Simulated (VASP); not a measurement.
# SiC (I-4m2) in VASP: further runs

Runs on SiC. Level: PBE. Tasks: single point.

Program: VASP 6.6.1. These are calculated values, not measurements. Logs are shortened: lines on timing, memory, paths and dates and some standing lists are left out, and cuts for length are marked.

## (1) The cell of the first run

Symmetry: I-4m2, No. 119, tetragonal system. The conventional cell has a = 2.893 Å, b = 2.893 Å, c = 4.910 Å, α = 90.00°, β = 90.00°, γ = 90.00°. Within 2.5 Å of Si (site symmetry -4m2) lie 4 C at 1.90 Å. C (site symmetry -4m2) has 4 Si at 1.90 Å within 2.5 Å.

## (2) Single point, PBE

Contents of INCAR:

```
SYSTEM = SiC
PREC = Accurate ; ENCUT = 520
EDIFF = 1E-6 ; ISMEAR = 0
SIGMA = 0.05 ; LREAL = .FALSE.
LASPH = .TRUE. ; NELM = 100
ALGO = Normal ; ISIF = 2
LWAVE = .FALSE. ; LCHARG = .TRUE.
GGA = PE ; LELF = .TRUE.
LVHAR = .TRUE. ; NBANDS = 11
```

Contents of KPOINTS:

```
regular mesh
0
G
  12 12 12
  0 0 0
```

Contents of POSCAR:

```
SiC
1.0
    0.0000000000      2.0458123268      2.4549747921
    2.0458123268      0.0000000000      2.4549747921
    2.0458123268      2.0458123268      0.0000000000
Si C
1 1
Direct
    0.0000000000      0.0000000000      0.0000000000
    0.7500000000      0.7500000000      0.7500000000
```

Potentials or basis: VASP PAW PBE potentials, release 64 (Si, C).

Command:

```sh
> cat potpaw_PBE.64/Si/POTCAR potpaw_PBE.64/C/POTCAR > POTCAR
> mpirun -np 1 vasp_std > vasp.out
```

OUTCAR:

```text
SYSTEM = SiC
   PREC = Accurate
   ENCUT = 520
   EDIFF = 1E-6
   ISMEAR = 0
   LREAL = .FALSE.
   LASPH = .TRUE.
   NELM = 100
   ISIF = 2
   GGA = PE

 ion  position               nearest neighbor table
   1  0.000  0.000  0.000-   2 1.90   2 1.90   2 1.90   2 1.90
   2  0.750  0.750  0.750-   1 1.90   1 1.90   1 1.90   1 1.90

  LATTYP: Found a body centered tetragonal cell.
 ALAT       =     2.8932155386
 C/A-ratio  =     1.6970562748

  Lattice vectors:

 A1 = (  -2.0458123268,   0.0000000000,   2.4549747921)
 A2 = (   2.0458123268,   0.0000000000,   2.4549747921)
 A3 = (   0.0000000000,   2.0458123268,  -2.4549747921)

Analysis of symmetry for initial positions (statically):
=====================================================================
 Subroutine PRICEL returns:
 Original cell was already a primitive cell.

 Routine SETGRP: Setting up the symmetry group for a
 body centered tetragonal supercell.

 Subroutine GETGRP returns: Found  8 space group operations
 (whereof  8 operations were pure point group operations)
 out of a pool of 16 trial point group operations.

The static configuration has the point symmetry D_2d.

Analysis of symmetry for dynamics (positions and initial velocities):
=====================================================================
 Subroutine PRICEL returns:
 Original cell was already a primitive cell.

 Routine SETGRP: Setting up the symmetry group for a
 body centered tetragonal supercell.

 Subroutine GETGRP returns: Found  8 space group operations
 (whereof  8 operations were pure point group operations)
 out of a pool of 16 trial point group operations.

The dynamic configuration has the point symmetry D_2d.

 Subroutine INISYM returns: Found  8 space group operations
 (whereof  8 operations are pure point group operations),
 and found     1 'primitive' translations

----------------------------------------------------------------------------------------

                                     Primitive cell

  volume of cell :      20.5498

  direct lattice vectors                    reciprocal lattice vectors
     0.000000000  2.045812327  2.454974792    -0.244401695  0.244401695  0.203668079
     2.045812327  0.000000000  2.454974792     0.244401695 -0.244401695  0.203668079
     2.045812327  2.045812327  0.000000000     0.244401695  0.244401695 -0.203668079

  length of vectors
     3.195661012  3.195661012  2.893215539     0.401179590  0.401179590  0.401179590

  position of ions in fractional coordinates (direct lattice)
     0.000000000  0.000000000  0.000000000
     0.750000000  0.750000000  0.750000000

  ion indices of the primitive-cell ions
   primitive index   ion index
                 1           1
                 2           2

----------------------------------------------------------------------------------------

 KPOINTS: regular mesh

Automatic generation of k-mesh.
 Grid dimensions read from file:
 generate k-points for:   12   12   12

 Generating k-lattice:

  Cartesian coordinates                     Fractional coordinates (reciprocal lattice)
    -0.020366808  0.020366808  0.016972340     0.083333333  0.000000000  0.000000000
     0.020366808 -0.020366808  0.016972340     0.000000000  0.083333333  0.000000000
     0.020366808  0.020366808 -0.016972340     0.000000000  0.000000000  0.083333333

  Length of vectors
     0.033431632  0.033431632  0.033431632

  Shift w.r.t. Gamma in fractional coordinates (k-lattice)
     0.000000000  0.000000000  0.000000000

 Subroutine IBZKPT returns following result:
 ===========================================

 Found    163 irreducible k-points:

 Following reciprocal coordinates:
            Coordinates               Weight
  0.000000  0.000000  0.000000      1.000000
  0.083333 -0.000000  0.000000      8.000000
  0.166667  0.000000  0.000000      8.000000
  0.250000  0.000000  0.000000      8.000000
  0.333333  0.000000  0.000000      8.000000
  0.416667  0.000000  0.000000      8.000000
[... 16 lines left out ...]
  0.500000  0.166667  0.000000      8.000000
 -0.416667  0.166667  0.000000      8.000000
 [... further k-points ...]
   k-points           NKPTS =    163   k-points in BZ     NKDIM =    163   number of bands    NBANDS=     11
   number of dos      NEDOS =    301   number of ions     NIONS =      2
   total plane-waves  NPLWV =  13824
   dimension x,y,z NGX =    24 NGY =   24 NGZ =   24
   dimension x,y,z NGXF=    48 NGYF=   48 NGZF=   48
   ions per type =               1   1
   NGX,Y,Z   is equivalent  to a cutoff of  12.49, 12.49, 13.79 a.u.
   NGXF,Y,Z  is equivalent  to a cutoff of  24.97, 24.97, 27.58 a.u.
 SYSTEM =  SiC
   PREC   = accura    normal or accurate (medium, high low for compatibility)
   ISTART =      0    job   : 0-new  1-cont  2-samecut
   ICHARG =      2    charge: 1-file 2-atom 10-const
   ISPIN  =      1    spin polarized calculation?
   LNONCOLLINEAR =      F non collinear calculations
   LSORBIT =      F    spin-orbit coupling
   LASPH  =      T    aspherical Exc in radial PAW
   ENCUT  =  520.0 eV  38.22 Ry    6.18 a.u.   5.94  5.94  5.38*2*pi/ulx,y,z
   NELM   =    100;   NELMIN=  2; NELMDL= -5     # of ELM steps
   EDIFF  = 0.1E-05   stopping-criterion for ELM
   LREAL  =      F    real-space projection
   EDIFFG = 0.1E-04   stopping-criterion for IOM
   NSW    =      0    number of steps for IOM
   IBRION =     -1    ionic relax: 0-MD 1-quasi-New 2-CG
   NFREE  =      0    steps in history (QN), initial steepest desc. (CG)
   ISIF   =      2    stress and relaxation
   ISYM   =      2    0-nonsym 1-usesym 2-fastsym
   POTIM  = 0.5000    time-step for ionic-motion
   TEBEG  =    0.0;   TEEND  =   0.0 temperature during run
   PSTRESS=    0.0 pullay stress
   NELECT =       8.0000    total number of electrons
   NUPDOWN=      -1.0000    fix difference up-down
   EMIN   =  10.00;   EMAX   =-10.00  energy-range for DOS
   EFERMI =   0.00;   METHOD = LEGACY
   ISMEAR =     0;   SIGMA  =   0.05  broadening in eV -4-tet -1-fermi 0-gaus
   EFERMI_NEDOS =   21; number of points for ismear=-14 and -15
   IALGO  =     38    algorithm
   IMIX   =      4    mixing-type and parameters
     AMIX     =   0.40;   BMIX     =  1.00
     AMIX_MAG =   1.60;   BMIX_MAG =  1.00
  volume/ion in A,a.u.               =      10.27        69.34
  Fermi-wavevector in a.u.,A,eV,Ry     =   1.195369  2.258920 19.441458  1.428907
  Thomas-Fermi vector in A             =   2.331336
   LORBIT       =      0    0 simple, 1 ext, 2 COOP (PROOUT), +10 PAW based schemes
   GGA     = PE    functional components
   LHFCALC =     F    Hartree Fock is set to
   AEXX    =    0.0000 exact exchange contribution
   IVDW    =     0    specifies the selected vdW correction
   LEPSILON=     F    determine dielectric tensor
   LRPA    =     F    only Hartree local field effects (RPA)
 non-spin polarized calculation
 Gauss-broadening in eV      SIGMA  =   0.05
  energy-cutoff  :      520.00
  volume of cell :       20.55
 maximum number of plane-waves:       570
   NGX = 11   NGY = 11   NGZ = 11

 number of electron       8.0000000 magnetization

 Free energy of the ion-electron system (eV)
  ---------------------------------------------------
  ext. energy  EPLUGINS =         0.00000000
  ---------------------------------------------------
  free energy    TOTEN  =       -14.58910643 eV

  energy without entropy =      -14.58910635  energy(sigma->0) =      -14.58910639

 E-fermi :   9.0911     XC(G=0): -11.4226

 val. band max:        8.9474641865   @ k =  -0.0833   0.0833   0.0000
 cond. band min:       9.2207215631   @ k =   0.5000   0.0000   0.5000
 fundamental gap:      0.2732573766
 Fermi energy:         9.0910558083

 k-point     1 :       0.0000    0.0000    0.0000
  band No.  band energies     occupation
      1      -7.2229      2.00000
      2       7.2032      2.00000
      3       8.8747      2.00000
      4       8.8747      2.00000
      5      13.9950      0.00000
      6      15.6028      0.00000
      7      15.6028      0.00000
      8      15.8009      0.00000
      9      19.6977      0.00000
     10      22.0389      0.00000
     11      24.7867      0.00000

 k-point     2 :       0.0833   -0.0000    0.0000
  band No.  band energies     occupation
      1      -7.0836      2.00000
      2       6.8912      2.00000
      3       8.3019      2.00000
      4       8.8334      2.00000
      5      14.2127      0.00000
      6      15.1635      0.00000
      7      15.8009      0.00000
      8      16.3685      0.00000
      9      19.5463      0.00000
     10      22.9225      0.00000
     11      24.5765      0.00000

 k-point     3 :       0.1667    0.0000    0.0000
  band No.  band energies     occupation
      1      -6.6697      2.00000
      2       5.7560      2.00000
      3       7.4078      2.00000
      4       8.7344      2.00000
      5      13.6463      0.00000
      6      15.7080      0.00000
      7      16.3094      0.00000
      8      16.9351      0.00000
      9      19.8996      0.00000
     10      23.1517      0.00000
     11      24.3565      0.00000

 k-point     4 :       0.2500    0.0000    0.0000
  band No.  band energies     occupation
      1      -5.9957      2.00000
      2       3.9799      2.00000
      3       6.7974      2.00000
      4       8.6272      2.00000
      5      12.8150      0.00000
      6      16.2339      0.00000
      7      16.8604      0.00000
      8      17.6167      0.00000
      9      20.9376      0.00000
     10      22.3498      0.00000
     11      24.7586      0.00000
[... 239 lines left out ...]
 k-point    22 :       0.4167    0.1667    0.0000
  band No.  band energies     occupation
      1      -4.6595      2.00000
      2       1.8894      2.00000
      3       4.8648      2.00000
      4       7.6864      2.00000
      5      13.5489      0.00000
      6      15.4841      0.00000
      7      18.6389      0.00000
      8      19.0392      0.00000
      9      21.4696      0.00000
     10      25.2733      0.00000
     11      26.1911      0.00000

 k-point    23 :       0.5000    0.1667    0.0000
  band No.  band energies     occupation
      1      -3.6970      2.00000
      2       0.6130      2.00000
      3       4.1837      2.00000
      4       7.8495      2.00000
      5      13.6203      0.00000
      6      15.4109      0.00000
      7      18.3686      0.00000
      8      19.5797      0.00000
      9      23.0901      0.00000
     10      25.1767      0.00000
     11      26.0249      0.00000

 k-point    24 :      -0.4167    0.1667    0.0000
  band No.  band energies     occupation
      1      -3.2076      2.00000
      2       0.0587      2.00000
      3       3.8926      2.00000
      4       8.1235      2.00000
      5      13.7334      0.00000
      6      15.6216      0.00000
      7      18.0154      0.00000
      8      19.1784      0.00000
      9      23.5106      0.00000
     10      23.9670      0.00000
     11      26.3440      0.00000

 [... further k-points ...]
[... 5 lines left out ...]
  --------------------------------------------------------------------------------------
  -------------------------------------------------------------------------------------
  Total        3.2072815      3.2072815     -5.2634003      0.0000000     -0.0000000      0.0000000
  in kB      250.0570136    250.0570136   -410.3631611      0.0000000     -0.0000000      0.0000000
  external PRESSURE =      29.9169554 kB  Pullay stress =       0.0000000 kB

 VOLUME and BASIS-vectors are now :
 -----------------------------------------------------------------------------
  energy-cutoff  :      520.00
  volume of cell :       20.55
      direct lattice vectors                 reciprocal lattice vectors
     0.000000000  2.045812327  2.454974792    -0.244401695  0.244401695  0.203668079
     2.045812327  0.000000000  2.454974792     0.244401695 -0.244401695  0.203668079
     2.045812327  2.045812327  0.000000000     0.244401695  0.244401695 -0.203668079

 POSITION                                       TOTAL-FORCE (eV/Angst)
 -----------------------------------------------------------------------------------
      0.00000      0.00000      0.00000        -0.000000     -0.000000      0.000000
      3.06872      3.06872      3.68246         0.000000      0.000000     -0.000000
 -----------------------------------------------------------------------------------
    total drift:                                0.000000      0.000000      0.000000

  FREE ENERGIE OF THE ION-ELECTRON SYSTEM (eV)
  ---------------------------------------------------
  free  energy   TOTEN  =       -14.5891064313 eV

  energy  without entropy=      -14.5891063483  energy(sigma->0) =      -14.58910639
```

It took 73 s on 1 thread of AMD EPYC 7R13, shared host; peak memory 0.13 GiB.

Results:

```yaml
Free_energy: -14.5891 eV
Pressure: 3.0 GPa
Band_gap_on_the_k_mesh: 0.27 eV, indirect (least direct gap 3.12 eV)
```

## (3) Single point, PBE

This run uses another cell than the first one, of the same volume but with other edges.

Contents of INCAR:

```
SYSTEM = SiC
PREC = Accurate
ENCUT = 520
EDIFF = 1E-7
ISMEAR = 0
SIGMA = 0.05
LREAL = .FALSE.
LASPH = .TRUE.
NELM = 60
ALGO = Normal
ISIF = 2
LWAVE = .FALSE.
LCHARG = .FALSE.
GGA = PE
NBANDS = 11
```

KPOINTS is that of step 2.

Contents of POSCAR:

```
SiC
1.0
    0.0000000000      2.3617178146      1.8421398954
    2.3617178146      0.0000000000      1.8421398954
    2.3617178146      2.3617178146      0.0000000000
Si C
1 1
Direct
    0.0000000000      0.0000000000      0.0000000000
    0.7500000000      0.7500000000      0.7500000000
```

Potentials or basis: VASP PAW PBE potentials, release 64 (Si, C).

Command:

```sh
> cat potpaw_PBE.64/Si/POTCAR potpaw_PBE.64/C/POTCAR > POTCAR
> mpirun -np 1 vasp_std > vasp.out
```

Run time: 80 s. Hardware: 1 thread of AMD EPYC 7R13, shared host; peak memory 0.13 GiB.

It converged, with:

| Property | Result |
| --- | --- |
| Free energy | -14.5679 eV |
| Pressure | -0.4 GPa |
| Band gap on the k mesh | zero (band 4 reaches 9.24 eV, above the bottom of band 5 at 8.73 eV) |

Stress tensor (GPa, compression positive):
```
-13.61   0.00   0.00
  0.00 -13.61   0.00
  0.00   0.00  25.93
```

Levels at points of the mesh, in eV from the Fermi level:
```csv
k point,band 1,band 2,band 3,band 4,band 5,band 6,band 7,band 8,band 9
"(0.00, 0.00, 0.00)",-16.22,-1.03,-1.03,0.21,5.32,6.39,7.16,7.16,10.27
"(0.50, 0.00, 0.00)",-12.45,-9.24,-2.98,-0.85,2.90,4.82,9.83,10.28,13.64
"(0.50, 0.50, 0.00)",-9.88,-6.38,-5.51,-5.51,-0.30,0.69,12.61,12.61,15.80
"(0.50, 0.00, 0.50)",-11.71,-9.55,-2.87,-2.61,1.84,5.23,9.93,11.61,14.48
```

## (4) Single point, PBE

This run uses another cell than the first one, of the same volume but with other edges.

Contents of INCAR:

```
SYSTEM = SiC
ALGO = Normal ; EDIFF = 1E-6
ENCUT = 520 ; GGA = PE
ISIF = 2 ; ISMEAR = 0
LASPH = .TRUE. ; LCHARG = .FALSE.
LREAL = .FALSE. ; LWAVE = .FALSE.
NBANDS = 11 ; NELM = 80
PREC = Accurate ; SIGMA = 0.05
```

Contents of KPOINTS:

```
k-points
0
G
  12 12 12
  0 0 0
```

Contents of POSCAR:

```
SiC
1.0
    0.0000000000      1.9919499511      2.5895349364
    1.9919499511      0.0000000000      2.5895349364
    1.9919499511      1.9919499511      0.0000000000
Si C
1 1
Direct
    0.0000000000      0.0000000000      0.0000000000
    0.7500000000      0.7500000000      0.7500000000
```

Command:

```sh
> cat potpaw_PBE.64/Si/POTCAR potpaw_PBE.64/C/POTCAR > POTCAR
> mpirun -np 1 vasp_std > vasp.out
```

Run time: 63 s. Hardware: 1 thread of AMD EPYC 7R13, shared host; peak memory 0.13 GiB.

It converged, with:

```
Free energy            : -14.0038 eV
Pressure               : 1.9 GPa
Band gap on the k mesh : zero (band 4 reaches 9.59 eV, above the bottom of band 5 at 9.19 eV)
```

Stress tensor (GPa, compression positive):
```
 37.18   0.00   0.00
  0.00  37.18   0.00
  0.00   0.00 -68.77
```

Levels at points of the mesh, in eV from the Fermi level:
| k point | band 1 | band 2 | band 3 | band 4 | band 5 | band 6 | band 7 | band 8 |
| --- | --- | --- | --- | --- | --- | --- | --- | --- |
| (0.00, 0.00, 0.00) | -16.76 | -2.93 | -0.23 | -0.23 | 3.48 | 6.19 | 6.19 | 6.19 |
| (0.50, 0.00, 0.00) | -12.96 | -9.80 | -4.04 | -0.34 | 0.89 | 7.76 | 8.12 | 9.21 |
| (0.50, 0.50, 0.00) | -12.87 | -11.23 | -2.31 | -2.31 | 2.01 | 6.13 | 10.36 | 13.03 |
| (0.50, 0.00, 0.50) | -10.83 | -7.87 | -5.37 | -4.75 | -0.39 | 1.67 | 8.07 | 11.97 |

(Continued in part 2 of 2.)
